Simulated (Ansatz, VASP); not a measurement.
**Li16H: VASP beside Ansatz**

```
CELL_PARAMETERS angstrom
6.98000 0.00000 0.00000
0.00000 6.98000 0.00000
0.00000 0.00000 6.98000
ATOMIC_POSITIONS crystal
Li 0.01247 0.99972 0.01530
Li 0.48691 0.99973 0.01536
Li 0.00858 0.49988 0.98856
Li 0.97894 0.00025 0.49918
Li 0.24995 0.25689 0.26179
Li 0.49126 0.49989 0.98836
Li 0.52049 0.00028 0.49901
Li 0.74990 0.26246 0.23409
Li 0.99429 0.50051 0.50468
Li 0.24996 0.74267 0.26235
Li 0.25019 0.24370 0.74453
Li 0.50540 0.50053 0.50470
Li 0.74990 0.73588 0.23394
Li 0.75008 0.23024 0.75108
Li 0.25020 0.75546 0.74449
Li 0.75012 0.76823 0.75156
H 0.74984 0.99956 0.62694
```

Alike in both runs: functional PBEsol; k mesh 3 × 3 × 3; occupations gaussian, width 0.15 eV; no spin polarisation.

Ansatz relaxed the structure, and its values are those at the end. VASP's run is a single point on that final structure, the one shown.

|  | VASP | Ansatz |
| --- | --- | --- |
| version | VASP 6.6.1 | Ansatz 0.2.0 |
| potentials or method | VASP PAW PBE potentials, release 64 (Li_sv, H), cutoff 520 eV | scalar-relativistic, plane waves, PAW |
| valence electrons in the cell | 49 | 49 |

|  | VASP | Ansatz | Ansatz less VASP |
| --- | --- | --- | --- |
| rms of the force components (eV/Å) | 0.005 | 0.005 | -0.0003 |

VASP's potentials were made for PBE, not for PBEsol. The functional is the same, so the differences come from potentials, cutoffs and numerics.

Noted on VASP's run: the cutoff is under 1.25 times that of the potentials, so the pressure is a little rough.
